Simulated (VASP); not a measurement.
# BAs in VASP: notebook, part 2 of 2

VASP 6.6.1.

## (3) Single point, PBE

Input file INCAR:

```
SYSTEM = BAs
PREC = Accurate ; ENCUT = 500
EDIFF = 1E-6 ; ISMEAR = 0
SIGMA = 0.2 ; LREAL = .False.
LASPH = .True. ; NELM = 120
ALGO = Normal ; ISIF = 2
LWAVE = .False. ; LCHARG = .True.
GGA = PE ; LELF = .True.
LVHAR = .True. ; NBANDS = 11
GGA_COMPAT = .False.
```

Input file KPOINTS:

```
regular mesh
0
Gamma
  7 7 7
  0 0 0
```

Input file POSCAR:

```
BAs
1.0
   -1.6335942624      1.6335942624      2.3087718647
    1.6335942624     -1.6335942624      2.3087718647
    1.6335942624      1.6335942624     -2.3087718647
B As
1 1
Direct
    0.5000000000      0.5000000000      0.0000000000
    0.0000000000      0.0000000000      0.0000000000
```

Potentials or basis: VASP PAW PBE potentials, release 64 (B, As).

Launch:

```
cat potpaw_PBE.64/B/POTCAR potpaw_PBE.64/As/POTCAR > POTCAR
mpirun -np 1 vasp_std > vasp.out
```

OUTCAR:

```text
SYSTEM = BAs
   PREC = Accurate
   ENCUT = 500
   EDIFF = 1E-6
   ISMEAR = 0
   LREAL = .False.
   LASPH = .True.
   NELM = 120
   ISIF = 2
   GGA = PE

 ion  position               nearest neighbor table
   1  0.500  0.500  0.000-   2 2.31   2 2.31   2 2.31   2 2.31   2 2.31   2 2.31
   2  0.000  0.000  0.000-   1 2.31   1 2.31   1 2.31   1 2.31   1 2.31   1 2.31

  LATTYP: Found a body centered tetragonal cell.
 ALAT       =     3.2671885248
 C/A-ratio  =     1.4133080152

  Lattice vectors:

 A1 = (  -1.6335942624,   1.6335942624,   2.3087718647)
 A2 = (   1.6335942624,  -1.6335942624,   2.3087718647)
 A3 = (   1.6335942624,   1.6335942624,  -2.3087718647)

Analysis of symmetry for initial positions (statically):
=====================================================================
 Subroutine PRICEL returns:
 Original cell was already a primitive cell.

 Routine SETGRP: Setting up the symmetry group for a
 body centered tetragonal supercell.

 Subroutine GETGRP returns: Found 16 space group operations
 (whereof 16 operations were pure point group operations)
 out of a pool of 16 trial point group operations.

The static configuration has the point symmetry D_4h.

Analysis of symmetry for dynamics (positions and initial velocities):
=====================================================================
 Subroutine PRICEL returns:
 Original cell was already a primitive cell.

 Routine SETGRP: Setting up the symmetry group for a
 body centered tetragonal supercell.

 Subroutine GETGRP returns: Found 16 space group operations
 (whereof 16 operations were pure point group operations)
 out of a pool of 16 trial point group operations.

The dynamic configuration has the point symmetry D_4h.

 Subroutine INISYM returns: Found 16 space group operations
 (whereof 16 operations are pure point group operations),
 and found     1 'primitive' translations

----------------------------------------------------------------------------------------

[... 120 lines left out ...]
   IVDW    =     0    specifies the selected vdW correction
   LEPSILON=     F    determine dielectric tensor
   LRPA    =     F    only Hartree local field effects (RPA)
 non-spin polarized calculation
 Gauss-broadening in eV      SIGMA  =   0.20
  energy-cutoff  :      500.00
  volume of cell :       24.65
 maximum number of plane-waves:       637
   NGX = 11   NGY = 11   NGZ = 11

 number of electron       7.9999999 magnetization

 Free energy of the ion-electron system (eV)
  ---------------------------------------------------
  ext. energy  EPLUGINS =         0.00000000
  ---------------------------------------------------
  free energy    TOTEN  =        -9.64847478 eV

  energy without entropy =       -9.63288252  energy(sigma->0) =       -9.64067865

 E-fermi :   7.2480     XC(G=0): -11.4052

 val. band max:        7.2126542662   @ k =   0.0000   0.0000   0.0000
 cond. band min:       7.3249205811   @ k =   0.2857   0.0000   0.0000
 fundamental gap:      0.1122663149
 Fermi energy:         7.2479807691

 k-point     1 :       0.0000    0.0000    0.0000
  band No.  band energies     occupation
      1      -8.6303      2.00000
      2       7.2005      1.26288
      3       7.2127      1.19726
      4       7.2127      1.19725
      5      10.6229      0.00000
      6      14.8608      0.00000
      7      14.8608      0.00000
      8      14.8898      0.00000
      9      16.0928      0.00000
     10      16.0928      0.00000
     11      16.0995      0.00000
[... 309 lines left out ...]
 k-point    24 :      -0.4286    0.4286    0.1429
  band No.  band energies     occupation
      1      -3.8849      2.00000
      2       0.3635      2.00000
      3       1.6454      2.00000
      4       2.4108      2.00000
      5       7.5235      0.05137
      6      13.3395      0.00000
      7      14.2296      0.00000
      8      17.9662      0.00000
      9      18.6006      0.00000
     10      22.0356      0.00000
     11      26.4561      0.00000

 [... further k-points ...]

------------------------ aborting loop because EDIFF is reached ----------------------------------------

  FORCE on cell =-STRESS in cart. coord.  units (eV):
  Direction    XX          YY          ZZ          XY          YZ          ZX
  --------------------------------------------------------------------------------------
  -------------------------------------------------------------------------------------
  Total        0.0469089      0.0469089      0.0667193      0.0000000     -0.0000000      0.0000000
  in kB        3.0495540      3.0495540      4.3374314      0.0000000     -0.0000000      0.0000000
  external PRESSURE =       3.4788465 kB  Pullay stress =       0.0000000 kB

 VOLUME and BASIS-vectors are now :
 -----------------------------------------------------------------------------
  energy-cutoff  :      500.00
  volume of cell :       24.65
      direct lattice vectors                 reciprocal lattice vectors
    -1.633594262  1.633594262  2.308771865     0.000000000  0.306073553  0.216565356
     1.633594262 -1.633594262  2.308771865     0.306073553  0.000000000  0.216565356
     1.633594262  1.633594262 -2.308771865     0.306073553  0.306073553  0.000000000

 POSITION                                       TOTAL-FORCE (eV/Angst)
 -----------------------------------------------------------------------------------
      0.00000      0.00000      2.30877        -0.000000     -0.000000      0.000000
      0.00000      0.00000      0.00000         0.000000      0.000000      0.000000
 -----------------------------------------------------------------------------------
    total drift:                               -0.000000      0.000000     -0.000000

  FREE ENERGIE OF THE ION-ELECTRON SYSTEM (eV)
  ---------------------------------------------------
  free  energy   TOTEN  =        -9.6484747827 eV

  energy  without entropy=       -9.6328825152  energy(sigma->0) =       -9.64067865
```

OSZICAR:

```text
N       E                     dE             d eps       ncg     rms          rms(c)
DAV:   1     0.842525014454E+01    0.84253E+01   -0.37534E+03   880   0.620E+02
DAV:   2    -0.930333177028E+01   -0.17729E+02   -0.16864E+02  1172   0.100E+02
DAV:   3    -0.985182074747E+01   -0.54849E+00   -0.52144E+00  1112   0.129E+01
DAV:   4    -0.985318528842E+01   -0.13645E-02   -0.13633E-02   977   0.674E-01
DAV:   5    -0.985318616385E+01   -0.87543E-06   -0.87563E-06  1035   0.200E-02    0.371E+00
DAV:   6    -0.964931016651E+01    0.20388E+00   -0.80437E-01   889   0.321E+00    0.185E+00
DAV:   7    -0.964778461004E+01    0.15256E-02   -0.55777E-02  1061   0.126E+00    0.894E-01
DAV:   8    -0.964844840238E+01   -0.66379E-03   -0.25641E-03   958   0.349E-01    0.492E-02
DAV:   9    -0.964846617905E+01   -0.17777E-04   -0.23018E-04   982   0.685E-02    0.386E-02
DAV:  10    -0.964847548972E+01   -0.93107E-05   -0.22381E-05   979   0.316E-02    0.473E-03
DAV:  11    -0.964847478267E+01    0.70705E-06   -0.48796E-06   964   0.839E-03
   1 F= -.96484748E+01 E0= -.96406786E+01  d E =-.155923E-01
```

Run time: 12 s. Hardware: 1 thread of Intel Xeon 8259CL, shared host; peak memory 0.14 GiB.

Results:

* Free energy: -9.6485 eV
* Pressure: 0.3 GPa
* Band gap on the k mesh: zero (bands 4 and 5 overlap by 4.39 eV)

## (4) Single point, PBE

Input file INCAR:

```
PREC = Accurate ; ENCUT = 500
EDIFF = 1E-6 ; ISMEAR = 0
SIGMA = 0.2 ; LREAL = F
LASPH = T ; NELM = 120
ALGO = Normal ; ISIF = 2
LWAVE = F ; LCHARG = F
GGA = PE ; NBANDS = 11
GGA_COMPAT = F
```

Input file KPOINTS:

```
regular mesh
0
Gamma
  7 7 7
```

Input file POSCAR:

```
BAs
1.0
    1.6362564699      0.9446931134      2.6613583508
   -1.6362564699      0.9446931134      2.6613583508
    0.0000000000     -1.8893862267      2.6613583508
B As
1 1
Direct
    0.0000000000      0.0000000000      0.0000000000
    0.5000000000      0.5000000000      0.5000000000
```

Launch:

```
cat potpaw_PBE.64/B/POTCAR potpaw_PBE.64/As/POTCAR > POTCAR
mpirun -np 1 vasp_std > vasp.out
```

Run time: 12 s. Hardware: 1 thread of Intel Xeon 8259CL, shared host; peak memory 0.15 GiB.

It converged, with:

```
Free energy            : -9.6486 eV
Pressure               : 0.1 GPa
Band gap on the k mesh : zero (bands 4 and 5 overlap by 4.40 eV)
```

Levels at points of the mesh, in eV from the Fermi level:
```
           k point  band 1  band 2  band 3  band 4  band 5  band 6  band 7  band 8
(0.00, 0.00, 0.00)  -15.86   -0.06   -0.06    0.01    3.35    7.59    7.62    7.62
```

## (5) Single point, PBE

Input file INCAR:

```
SYSTEM = BAs
  PREC = Accurate
  ENCUT = 500
  EDIFF = 1E-6
  ISMEAR = 0
  SIGMA = 0.2
  LREAL = .False.
  LASPH = .True.
  NELM = 120
  ALGO = Normal
  ISIF = 2
  LWAVE = .False.
  LCHARG = .False.
  GGA = PE
  NBANDS = 11
  GGA_COMPAT = .False.
```

Input file KPOINTS:

```
Automatic mesh
0
Gamma
  8 8 8
  0 0 0
```

Input file POSCAR:

```
BAs
1.0
    1.6246078747      0.9379677927      2.7010887632
   -1.6246078747      0.9379677927      2.7010887632
    0.0000000000     -1.8759355886      2.7010887621
B As
1 1
Direct
    0.5000000000      0.5000000000      0.5000000000
    0.0000000000      0.0000000000      0.0000000000
```

Launch:

```
cat potpaw_PBE.64/B/POTCAR potpaw_PBE.64/As/POTCAR > POTCAR
mpirun -np 1 vasp_std > vasp.out
```

Wall time 13 s (1 thread of Intel Xeon Platinum 8259CL at 2.50GHz (Skylake/Cascade Lake), shared host); peak memory 0.15 GiB.

Results (log left out):

| Item | Value |
| --- | --- |
| Free energy | -9.6120 eV |
| Pressure | 0.4 GPa |
| Band gap on the k mesh | zero (bands 4 and 5 overlap by 5.04 eV) |

Stress tensor (GPa, compression positive):
```
0.54 0.00 0.00
0.00 0.54 0.00
0.00 0.00 0.13
```

Levels at points of the mesh, in eV from the Fermi level:
```
           k point  band 2  band 3  band 4  band 5  band 6  band 7
(0.00, 0.00, 0.00)   -0.17    0.18    0.18    3.43    7.67    7.67
(0.50, 0.00, 0.00)   -9.54    1.04    1.18    1.30    1.43    4.10
(0.50, 0.50, 0.00)   -7.74   -3.74   -3.49   -3.33    3.81   10.53
(0.50, 0.50, 0.50)   -9.65    1.27    1.27    1.58    1.58    4.39
```

## (6) Relaxation of cell and atoms, PBE

This run uses another cell than the first one, of 12.79 Å³/atom.

Input file INCAR:

```
SYSTEM = BAs
PREC = Accurate
ENCUT = 500
EDIFF = 1E-7
ISMEAR = 0
SIGMA = 0.2
LREAL = .FALSE.
LASPH = .TRUE.
NELM = 120
ALGO = Normal
ISIF = 3
LWAVE = .FALSE.
LCHARG = .FALSE.
GGA = PE
IBRION = 2
NSW = 36
EDIFFG = -0.08
GGA_COMPAT = .FALSE.
NELMIN = 4
```

Input file KPOINTS:

```
Automatic mesh
0
G
  7 7 7
  0 0 0
```

Input file POSCAR:

```
BAs
1.0
    0.0000000000      2.3383439100      2.3383439100
    2.3383439100      0.0000000000      2.3383439100
    2.3383439100      2.3383439100      0.0000000000
B As
1 1
Direct
    0.5000000000      0.5000000000      0.5000000000
    0.0000000000      0.0000000000      0.0000000000
```

Potentials or basis: VASP PAW PBE potentials, release 64 (B, As).

Launch:

```
cat potpaw_PBE.64/B/POTCAR potpaw_PBE.64/As/POTCAR > POTCAR
mpirun -np 1 vasp_std > vasp.out
```

Run time: 19 s. Hardware: 1 thread of Intel Xeon Platinum 8259CL at 2.50GHz (Skylake/Cascade Lake), shared host; peak memory 0.14 GiB.

The run converged. Its results:

* Free energy: -9.6487 eV
* Relaxed volume: 12.35 Å³/atom
* Relaxed cell: a = 3.269 Å, b = 3.269 Å, c = 3.269 Å, α = 60.00°, β = 60.00°, γ = 60.00°
* Space group after relaxing (to 0.1 Å): Fm-3m (No. 225)
* Energy gained by relaxing: 5.8 meV/atom
* Ionic steps: 3
* Pressure after relaxing: 0.0 GPa
* Band gap on the k mesh: zero (bands 4 and 5 overlap by 4.38 eV)

Step by step:
| step | energy change (eV) | largest force (eV/Å) | pressure (GPa) | volume (Å³) |
| --- | --- | --- | --- | --- |
| 1 | 0.0000 | 0.0000 | -4.18 | 25.57 |
| 2 | -0.0096 | 0.0000 | 1.93 | 24.36 |
| 3 | -0.0116 | 0.0000 | 0.01 | 24.71 |

Final structure:
```
B As
1.0
     0.00000    2.31168    2.31168
     2.31168    0.00000    2.31168
     2.31168    2.31168    0.00000
B As
1 1
Direct
  0.50000 0.50000 0.50000
  0.00000 0.00000 0.00000
```

Levels at points of the mesh, in eV from the Fermi level:
```csv
k point,band 2,band 3,band 4,band 5,band 6,band 7
"(0.00, 0.00, 0.00)",-0.04,-0.04,-0.04,3.34,7.61,7.61
```

## (7) The runs side by side

```tsv
task	cell	k mesh	gap on the mesh (eV)	pressure (GPa)
single point	a = 3.268 Å, angles 60.0°, 2 atoms	7 × 7 × 7	none	0.1
single point	a = 3.266 Å, angles 120.0, 120.0, 90.0°, 2 atoms	7 × 7 × 7	none	0.3
single point	a = 3.264 Å, angles 60.2°, 2 atoms	7 × 7 × 7	none	0.1
single point	a = 3.289 Å, angles 59.2°, 2 atoms	8 × 8 × 8	none	0.4
relaxation of cell and atoms	relaxed from a = 3.307 Å, angles 60.0°, 2 atoms	7 × 7 × 7	none	0.0
```

Alike in all rows: level PBE; potentials or basis VASP PAW PBE potentials, release 64 (B, As); no spin polarisation; cutoff (eV) 500; smearing gaussian 0.2 eV.

Total energies depend on the potentials used, so only differences within one code and one set of settings carry meaning.
